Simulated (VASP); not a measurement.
# Cr (Pm-3m) in VASP: a series of runs

The runs below take Cr through single point, with PBEsol.

Program: VASP 6.6.1. These are calculated values, not measurements. Logs are shortened: lines on timing, memory, paths and dates and some standing lists are left out, and cuts for length are marked.

## (1) The cell of the first run

Symmetry: Pm-3m, No. 221, cubic system. Conventional cell: a = 2.222 Å, b = 2.222 Å, c = 2.222 Å, α = 90.00°, β = 90.00°, γ = 90.00°. Cr (site symmetry m-3m) has 6 Cr at 2.22 Å within 2.9 Å.

## (2) Single point, PBEsol, collinear spin, ferromagnetic start

Input file INCAR:

```
SYSTEM = Cr
ALGO = Normal
EDIFF = 1E-6
ENCUT = 520
GGA = PS
ISIF = 2
ISMEAR = -1
ISPIN = 2
LASPH = .TRUE.
LCHARG = .FALSE.
LMAXMIX = 4
LORBIT = 11
LREAL = .FALSE.
LWAVE = .FALSE.
MAGMOM = 3
NBANDS = 16
NELM = 150
PREC = Accurate
SIGMA = 0.05
```

Input file KPOINTS:

```
k-points
0
G
  9 9 9
  0 0 0
```

Input file POSCAR:

```
Cr
1.0
    2.2219759141      0.0000000000      0.0000000000
    0.0000000000      2.2219759141      0.0000000000
    0.0000000000      0.0000000000      2.2219759141
Cr
1
Direct
    0.0000000000      0.0000000000      0.0000000000
```

Potentials or basis: VASP PAW PBE potentials, release 64 (Cr_pv).

Run with:

```console
> cat potpaw_PBE.64/Cr_pv/POTCAR > POTCAR
> mpirun -np 1 vasp_std > vasp.out
```

OUTCAR:

```text
SYSTEM = Cr
   EDIFF = 1E-6
   ENCUT = 520
   GGA = PS
   ISIF = 2
   ISMEAR = -1
   ISPIN = 2
   LASPH = .TRUE.
   LORBIT = 11
   LREAL = .FALSE.
   NELM = 150
   PREC = Accurate

 ion  position               nearest neighbor table
   1  0.000  0.000  0.000-

  LATTYP: Found a simple cubic cell.
 ALAT       =     2.2219759141

  Lattice vectors:

 A1 = (   2.2219759141,   0.0000000000,   0.0000000000)
 A2 = (   0.0000000000,   2.2219759141,   0.0000000000)
 A3 = (   0.0000000000,   0.0000000000,   2.2219759141)

Analysis of symmetry for initial positions (statically):
=====================================================================
 Subroutine PRICEL returns:
 Original cell was already a primitive cell.

 Routine SETGRP: Setting up the symmetry group for a
 simple cubic supercell.

 Subroutine GETGRP returns: Found 48 space group operations
[... 9 lines left out ...]

 Routine SETGRP: Setting up the symmetry group for a
 simple cubic supercell.

 Subroutine GETGRP returns: Found 48 space group operations
 (whereof 48 operations were pure point group operations)
 out of a pool of 48 trial point group operations.

The dynamic configuration has the point symmetry O_h .

Analysis of structural, dynamic, and magnetic symmetry:
=====================================================================
 Subroutine PRICEL returns:
 Original cell was already a primitive cell.

 Routine SETGRP: Setting up the symmetry group for a
 simple cubic supercell.

 Subroutine GETGRP returns: Found 48 space group operations
 (whereof 48 operations were pure point group operations)
 out of a pool of 48 trial point group operations.

The overall configuration has the point symmetry O_h .

 Subroutine INISYM returns: Found 48 space group operations
[... 5 lines left out ...]
                                     Primitive cell

  volume of cell :      10.9703

  direct lattice vectors                    reciprocal lattice vectors
     2.221975914  0.000000000  0.000000000     0.450049883  0.000000000  0.000000000
     0.000000000  2.221975914  0.000000000     0.000000000  0.450049883  0.000000000
     0.000000000  0.000000000  2.221975914     0.000000000  0.000000000  0.450049883

  length of vectors
     2.221975914  2.221975914  2.221975914     0.450049883  0.450049883  0.450049883

  position of ions in fractional coordinates (direct lattice)
     0.000000000  0.000000000  0.000000000

  ion indices of the primitive-cell ions
   primitive index   ion index
                 1           1

----------------------------------------------------------------------------------------

 KPOINTS: k-points

Automatic generation of k-mesh.
 Grid dimensions read from file:
 generate k-points for:    9    9    9

 Generating k-lattice:

  Cartesian coordinates                     Fractional coordinates (reciprocal lattice)
     0.050005543  0.000000000  0.000000000     0.111111111  0.000000000  0.000000000
     0.000000000  0.050005543  0.000000000     0.000000000  0.111111111  0.000000000
     0.000000000  0.000000000  0.050005543     0.000000000  0.000000000  0.111111111

  Length of vectors
     0.050005543  0.050005543  0.050005543

  Shift w.r.t. Gamma in fractional coordinates (k-lattice)
     0.000000000  0.000000000  0.000000000

 Subroutine IBZKPT returns following result:
 ===========================================

 Found     35 irreducible k-points:

 Following reciprocal coordinates:
            Coordinates               Weight
  0.000000  0.000000  0.000000      1.000000
  0.111111  0.000000  0.000000      6.000000
  0.222222  0.000000  0.000000      6.000000
  0.333333  0.000000  0.000000      6.000000
  0.444444  0.000000  0.000000      6.000000
  0.111111  0.111111  0.000000     12.000000
[... 16 lines left out ...]
  0.333333  0.333333  0.111111     24.000000
  0.444444  0.333333  0.111111     48.000000
 [... further k-points ...]
   k-points           NKPTS =     35   k-points in BZ     NKDIM =     35   number of bands    NBANDS=     16
   number of dos      NEDOS =    301   number of ions     NIONS =      1
   total plane-waves  NPLWV =   5832
   dimension x,y,z NGX =    18 NGY =   18 NGZ =   18
   dimension x,y,z NGXF=    36 NGYF=   36 NGZF=   36
   ions per type =               1
   NGX,Y,Z   is equivalent  to a cutoff of  13.47, 13.47, 13.47 a.u.
   NGXF,Y,Z  is equivalent  to a cutoff of  26.93, 26.93, 26.93 a.u.
 SYSTEM =  Cr
   PREC   = accura    normal or accurate (medium, high low for compatibility)
   ISTART =      0    job   : 0-new  1-cont  2-samecut
   ICHARG =      2    charge: 1-file 2-atom 10-const
   ISPIN  =      2    spin polarized calculation?
   LNONCOLLINEAR =      F non collinear calculations
   LSORBIT =      F    spin-orbit coupling
   LASPH  =      T    aspherical Exc in radial PAW
   ENCUT  =  520.0 eV  38.22 Ry    6.18 a.u.   4.13  4.13  4.13*2*pi/ulx,y,z
   NELM   =    150;   NELMIN=  2; NELMDL= -5     # of ELM steps
   EDIFF  = 0.1E-05   stopping-criterion for ELM
   LREAL  =      F    real-space projection
   EDIFFG = 0.1E-04   stopping-criterion for IOM
   NSW    =      0    number of steps for IOM
   IBRION =     -1    ionic relax: 0-MD 1-quasi-New 2-CG
   NFREE  =      0    steps in history (QN), initial steepest desc. (CG)
   ISIF   =      2    stress and relaxation
   ISYM   =      2    0-nonsym 1-usesym 2-fastsym
   POTIM  = 0.5000    time-step for ionic-motion
   TEBEG  =    0.0;   TEEND  =   0.0 temperature during run
   PSTRESS=    0.0 pullay stress
   NELECT =      12.0000    total number of electrons
   NUPDOWN=      -1.0000    fix difference up-down
   EMIN   =  10.00;   EMAX   =-10.00  energy-range for DOS
   EFERMI =   0.00;   METHOD = LEGACY
   ISMEAR =    -1;   SIGMA  =   0.05  broadening in eV -4-tet -1-fermi 0-gaus
   EFERMI_NEDOS =   21; number of points for ismear=-14 and -15
   IALGO  =     38    algorithm
   IMIX   =      4    mixing-type and parameters
     AMIX     =   0.40;   BMIX     =  1.00
     AMIX_MAG =   1.60;   BMIX_MAG =  1.00
  volume/ion in A,a.u.               =      10.97        74.03
  Fermi-wavevector in a.u.,A,eV,Ry     =   1.686796  3.187582 38.712395  2.845281
  Thomas-Fermi vector in A             =   2.769397
   LORBIT       =     11    0 simple, 1 ext, 2 COOP (PROOUT), +10 PAW based schemes
   GGA     = PS    functional components
   LHFCALC =     F    Hartree Fock is set to
   AEXX    =    0.0000 exact exchange contribution
   IVDW    =     0    specifies the selected vdW correction
   LEPSILON=     F    determine dielectric tensor
   LRPA    =     F    only Hartree local field effects (RPA)
 spin polarized calculation
  energy-cutoff  :      520.00
  volume of cell :       10.97
 maximum number of plane-waves:       308
 NGX is ok and might be reduce to    18
   NGX =  9   NGY =  9   NGZ =  9

 number of electron      12.0000016 magnetization      -0.0012840

 number of electron      12.0000016 magnetization       0.0007437

 Free energy of the ion-electron system (eV)
  ---------------------------------------------------
  ext. energy  EPLUGINS =         0.00000000
  ---------------------------------------------------
  free energy    TOTEN  =        -9.06848369 eV

  energy without entropy =       -9.05846857  energy(sigma->0) =       -9.06347613

 E-fermi :  11.7102     XC(G=0): -14.0066

 val. band max:       11.6881494987   @ k =   0.4444   0.3333   0.1111
 cond. band min:      11.8514994296   @ k =   0.4444   0.4444   0.1111
 fundamental gap:      0.1633499309
 Fermi energy:        11.7101907603

 spin component 1

 k-point     1 :       0.0000    0.0000    0.0000
  band No.  band energies     occupation
      1     -30.5038      1.00000
      2     -30.5038      1.00000
      3     -30.5038      1.00000
      4       3.7456      1.00000
      5       7.7826      1.00000
      6       7.7826      1.00000
[... 8 lines left out ...]
     15      38.9025      0.00000
     16      43.4558      0.00000

 k-point     2 :       0.1111    0.0000    0.0000
  band No.  band energies     occupation
      1     -30.7048      1.00000
      2     -30.4866      1.00000
      3     -30.4866      1.00000
      4       4.1879      1.00000
      5       7.8850      1.00000
      6       8.1510      1.00000
[... 8 lines left out ...]
     15      40.3459      0.00000
     16      45.6513      0.00000
[... 387 lines left out ...]
      5       9.6618      1.00000
      6      11.9817      0.00436
[... 8 lines left out ...]
     15      43.6214      0.00000
     16      45.4951      0.00000

 k-point    24 :       0.4444    0.3333    0.1111
  band No.  band energies     occupation
      1     -31.8634      1.00000
      2     -31.4886      1.00000
      3     -30.4333      1.00000
      4       6.9859      1.00000
      5       9.9668      1.00000
      6      11.6873      0.61248
[... 8 lines left out ...]
     15      42.2611      0.00000
     16      44.1691      0.00000

 [... further k-points ...]

 spin component 2

 k-point     1 :       0.0000    0.0000    0.0000
  band No.  band energies     occupation
      1     -30.5030      1.00000
      2     -30.5030      1.00000
      3     -30.5030      1.00000
      4       3.7458      1.00000
      5       7.7830      1.00000
      6       7.7830      1.00000
[... 8 lines left out ...]
     15      38.9029      0.00000
     16      43.4557      0.00000

 k-point     2 :       0.1111    0.0000    0.0000
  band No.  band energies     occupation
      1     -30.7040      1.00000
      2     -30.4857      1.00000
      3     -30.4857      1.00000
      4       4.1881      1.00000
      5       7.8854      1.00000
      6       8.1514      1.00000
[... 8 lines left out ...]
     15      40.3461      0.00000
     16      45.6512      0.00000
[... 387 lines left out ...]
      5       9.6622      1.00000
      6      11.9824      0.00430
[... 8 lines left out ...]
     15      43.6217      0.00000
     16      45.4953      0.00000

 k-point    24 :       0.4444    0.3333    0.1111
  band No.  band energies     occupation
      1     -31.8626      1.00000
      2     -31.4878      1.00000
      3     -30.4324      1.00000
      4       6.9865      1.00000
      5       9.9672      1.00000
      6      11.6881      0.60846
[... 8 lines left out ...]
     15      42.2615      0.00000
     16      44.1693      0.00000

 [... further k-points ...]
[... 5 lines left out ...]
  --------------------------------------------------------------------------------------
  -------------------------------------------------------------------------------------
  Total        2.0723984      2.0723984      2.0723984      0.0000000      0.0000000     -0.0000000
  in kB      302.6674984    302.6674984    302.6674984      0.0000000      0.0000000     -0.0000000
  external PRESSURE =     302.6674984 kB  Pullay stress =       0.0000000 kB

 VOLUME and BASIS-vectors are now :
 -----------------------------------------------------------------------------
  energy-cutoff  :      520.00
  volume of cell :       10.97
      direct lattice vectors                 reciprocal lattice vectors
     2.221975914  0.000000000  0.000000000     0.450049883  0.000000000  0.000000000
     0.000000000  2.221975914  0.000000000     0.000000000  0.450049883  0.000000000
     0.000000000  0.000000000  2.221975914     0.000000000  0.000000000  0.450049883

 POSITION                                       TOTAL-FORCE (eV/Angst)
 -----------------------------------------------------------------------------------
      0.00000      0.00000      0.00000         0.000000      0.000000      0.000000
 -----------------------------------------------------------------------------------
    total drift:                                0.000000      0.000000      0.000000

  FREE ENERGIE OF THE ION-ELECTRON SYSTEM (eV)
  ---------------------------------------------------
  free  energy   TOTEN  =        -9.0684836876 eV

  energy  without entropy=       -9.0584685702  energy(sigma->0) =       -9.06347613

 total charge

# of ion       s       p       d       tot
------------------------------------------
    1        0.477   6.375   4.562  11.414

 magnetization (x)

# of ion       s       p       d       tot
------------------------------------------
    1       -0.000  -0.000   0.000   0.000
```

Wall time 7.1 s (1 thread of Intel Xeon 6975P-C (Granite Rapids), shared host); peak memory 0.12 GiB.

Results:

```
Free energy                                           : -9.0685 eV
Pressure                                              : 30.3 GPa
Band gap on the k mesh                                : zero (filled and empty bands overlap)
Net moment                                            : 0.00 μB per cell
Valence electrons inside the program's atomic spheres : Cr 11.41
```

Caveat: the starting moments collapsed, and a magnetic state may lie lower; the PAW data sets were made with another functional, which shifts forces and pressure a little.

## (3) Single point, PBEsol, collinear spin, ferromagnetic start

This run uses another cell than the first one, of 11.33 Å³/atom, 1.033 times its volume.

Input file INCAR:

```
SYSTEM = Cr
  PREC = Accurate
  ENCUT = 520
  EDIFF = 1E-6
  ISMEAR = -1
  SIGMA = 0.05
  LREAL = .False.
  LASPH = .True.
  NELM = 150
  ALGO = Normal
  ISIF = 2
  LWAVE = .False.
  LCHARG = .True.
  ISPIN = 2
  MAGMOM = 3
  LORBIT = 11
  LMAXMIX = 4
  GGA = PS
  LELF = .True.
  LVHAR = .True.
  NBANDS = 16
```

Input file KPOINTS:

```
Automatic mesh
0
Gamma
  9 9 9
  0 0 0
```

Input file POSCAR:

```
Cr
1.0
    2.2461920717      0.0000000000      0.0000000000
    0.0000000000      2.2461920717      0.0000000000
    0.0000000000      0.0000000000      2.2461920717
Cr
1
Direct
    0.0000000000      0.0000000000      0.0000000000
```

Potentials or basis: VASP PAW PBE potentials, release 64 (Cr_pv).

Run with:

```console
> cat potpaw_PBE.64/Cr_pv/POTCAR > POTCAR
> mpirun -np 1 vasp_std > vasp.out
```

Wall time 6.7 s (1 thread of Intel Xeon 6975P-C (Granite Rapids), shared host); peak memory 0.13 GiB.

The run converged. Its results:

* Free energy: -9.1254 eV
* Pressure: 20.1 GPa
* Band gap on the k mesh: zero (filled and empty bands overlap)
* Net moment: 0.00 μB per cell
* Valence electrons inside the program's atomic spheres: Cr 11.34

Levels at points of the mesh, in eV from the Fermi level:
Spin up:
| k point | band 2 | band 3 | band 4 | band 5 | band 6 | band 7 | band 8 | band 9 | band 10 | band 11 |
| --- | --- | --- | --- | --- | --- | --- | --- | --- | --- | --- |
| (0.00, 0.00, 0.00) | -42.27 | -42.27 | -7.87 | -3.78 | -3.78 | 2.82 | 2.82 | 2.82 | 7.55 | 21.07 |
Spin down:
| k point | band 3 | band 4 | band 5 | band 6 | band 7 | band 8 | band 9 | band 10 |
| --- | --- | --- | --- | --- | --- | --- | --- | --- |
| (0.00, 0.00, 0.00) | -42.27 | -7.87 | -3.78 | -3.78 | 2.82 | 2.82 | 2.82 | 7.55 |

Caveat: the starting moments collapsed, and a magnetic state may lie lower; the PAW data sets were made with another functional, which shifts forces and pressure a little.
